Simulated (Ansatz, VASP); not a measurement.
One calculation of Nb2SiO3, two programs

```
Nb Si O
1.0
    -2.20660    2.20660    4.09570
     2.20660   -2.20660    4.09570
     2.20660    2.20660   -4.09570
Nb Si O
2 1 3
Direct
  0.41896 0.91896 0.50000
  0.91896 0.41896 0.50000
  0.57409 0.57409 0.00000
  0.91418 0.91418 0.00000
  0.68777 0.18777 0.50000
  0.18777 0.68777 0.50000
```

Alike in both runs: functional PBE; k mesh 4 × 4 × 4; occupations gaussian, width 0.15 eV; no spin polarisation.

Ansatz relaxed the structure, and its values are those at the end. VASP's run is a single point on that final structure, the one shown.

|  | VASP | Ansatz |
| --- | --- | --- |
| version | VASP 6.6.1 | Ansatz 0.2.0 |
| potentials or method | VASP PAW PBE potentials, release 64 (Nb_sv, Si, O), cutoff 600 eV | scalar-relativistic, plane waves, PAW |
| valence electrons in the cell | 48 | 48 |

VASP gave:

* gap on the k mesh at the Fermi level (eV): none
* pressure (GPa): -0.4
* rms of the force components (eV/Å): 0.004

Q: Estimate Ansatz's values.

A: gap on the k mesh at the Fermi level (eV): none; pressure (GPa): 0.0; rms of the force components (eV/Å): 0.005.

A gap of «none» marks a metal or a gap that the smearing closes. With one functional, cell and mesh, what is left measures potentials, basis and numerics.

The k mesh is coarse, so the values compare programs but aren't converged.
